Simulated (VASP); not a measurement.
A run of VASP 6.6.1 is set up as follows.

Contents of INCAR:

```
SYSTEM = Al4P
ALGO = Normal
EDIFF = 1E-6
EDIFFG = -0.04
ENCUT = 600
GGA = PE
IBRION = 2
ISIF = 3
ISMEAR = 0
LASPH = .TRUE.
LCHARG = .FALSE.
LREAL = .FALSE.
LWAVE = .FALSE.
NELM = 60
NSW = 90
PREC = Accurate
SIGMA = 0.1
```

Contents of KPOINTS:

```
k-points
0
G
  6 6 6
  0 0 0
```

Contents of POSCAR:

```
Al4P
1.0
   -2.1131884500      2.1131884500      5.0701607100
    2.1131884500     -2.1131884500      5.0701607100
    2.1131884500      2.1131884500     -5.0701607100
Al P
4 1
Direct
    0.7500000000      0.2500000000      0.5000000000
    0.6177941000      0.6177941000      0.0000000000
    0.3822059000      0.3822059000      0.0000000000
    0.2500000000      0.7500000000      0.5000000000
    0.0000000000      0.0000000000      0.0000000000
```

Potentials or basis: VASP PAW PBE potentials, release 64 (Al, P).

The run is started by

```sh
$ cat potpaw_PBE.64/Al/POTCAR potpaw_PBE.64/P/POTCAR > POTCAR
$ mpirun -np 1 vasp_std > vasp.out
```

(1) What does it give for the relaxed volume?

(2) What does it give for the space group after relaxing (to 0.05 Å)?

(3) What does it give for the relaxed cell?

Answers

(1) 18.16 Å³/atom.

(2) I4/mmm (No. 139).

(3) a = 7.599 Å, b = 7.599 Å, c = 7.599 Å, α = 152.92°, β = 152.92°, γ = 38.67°.
